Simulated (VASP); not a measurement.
Runs of VASP 6.6.1 on Ta. The structure is that of space group Im-3m (No. 229), or close to it. The cells are those of the table. 

```tsv
task	cell	k mesh	cutoff (eV)	smearing	gap on the mesh (eV)	pressure (GPa)	relaxed volume (Å³/atom)
single point	a = 2.877 Å, angles 109.5°, 1 atom	16 × 16 × 16	520	fermi-dirac 0.15 eV	none	0.1	-
single point	a = 2.866 Å, angles 109.5°, 1 atom	8 × 8 × 8	520	gaussian 0.1 eV	none	-0.2	-
relaxation of cell and atoms	relaxed from a = 2.874 Å, angles 109.5°, 1 atom	16 × 16 × 16	600	fermi-dirac 0.15 eV	none	0.0	18.35
relaxation of cell and atoms	relaxed from a = 2.866 Å, angles 109.5°, 1 atom	14 × 14 × 14	600	gaussian 0.1 eV	none	0.0	(a)
single point	a = 2.874 Å, angles 109.5°, 1 atom	14 × 14 × 14	520	gaussian 0.1 eV	none	0.1	-
```

Alike in all rows: level PBE; potentials or basis VASP PAW PBE potentials, release 64 (Ta_pv); no spin polarisation.

Question: Estimate the missing entries.

Answer: (a) 18.29.

Caveats: spin-orbit coupling is left out, which moves the levels of the heavy elements.

A k mesh can miss the band edges, and the runs leave out spin-orbit coupling on Ta.

A gap of «none» marks levels without a gap at the run's occupations.
